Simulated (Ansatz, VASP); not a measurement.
**Two plane-wave programs on SrTiO3**

```
Sr Ti O
1.0
     3.71893    0.00000    0.00000
     0.00000    3.71893    0.00000
     0.00000    0.00000    4.03910
Sr Ti O
1 1 3
Direct
  0.00000 0.00000 0.00000
  0.50000 0.50000 0.50000
  0.50000 0.00000 0.50000
  0.50000 0.50000 0.00000
  0.00000 0.50000 0.50000
```

Change from the starting cell: epitaxial_xy strain -4.8%.

Alike in both runs: task single point; functional PBE; k mesh 6 × 6 × 6; occupations fermi-dirac, width 0.02 eV; no spin polarisation.

```csv
,VASP,Ansatz
version,VASP 6.6.1,Ansatz 0.2.0
potentials or method,"VASP PAW PBE potentials, release 64 (Sr_sv, Ti_sv, O)","plane waves, PAW"
plane-wave cutoff (eV),520,420
valence electrons in the cell,40,40
```

```csv
,VASP,Ansatz,Ansatz less VASP
gap on the k mesh at the Fermi level (eV),1.78,1.82,+0.040
pressure (GPa),21.2,20.4,-0.77
"traceless stress, the component that is largest in VASP (GPa)",-16.36,-16.13,+0.227
```

The functional is the same, so the differences come from potentials, cutoffs and numerics.
